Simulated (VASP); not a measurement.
Here is a VASP 6.6.1 calculation.

The input INCAR:

```
SYSTEM = Nb
  PREC = Accurate
  ENCUT = 520
  EDIFF = 1E-6
  ISMEAR = -1
  SIGMA = 0.1
  LREAL = .FALSE.
  LASPH = .TRUE.
  NELM = 80
  ALGO = Normal
  ISIF = 2
  LWAVE = .FALSE.
  LCHARG = .FALSE.
  GGA = RE
  NBANDS = 20
```

The input KPOINTS:

```
regular mesh
0
G
  10 10 10
  0 0 0
```

Contents of POSCAR:

```
Nb
1.0
    0.0000000000      2.9768944074      2.9768944074
    2.9768944074      0.0000000000      2.9768944074
    2.9768944074      2.9768944074      0.0000000000
Nb
2
Direct
    0.1250000000      0.1250000000      0.1250000000
    0.8750000000      0.8750000000      0.8750000000
```

Potentials or basis: VASP PAW PBE potentials, release 64 (Nb_sv).

The run is started by

```console
$ cat potpaw_PBE.64/Nb_sv/POTCAR > POTCAR
$ mpirun -np 1 vasp_std > vasp.out
```

**Question.** Predict the pressure.

**Answer.** 0.0 GPa.

**Question.** Estimate the band gap on the k mesh.

**Answer.** Zero (band 13 reaches 7.04 eV, above the bottom of band 14 at 5.81 eV).

Caveat: the PAW data sets were made with another functional, which shifts forces and pressure a little.
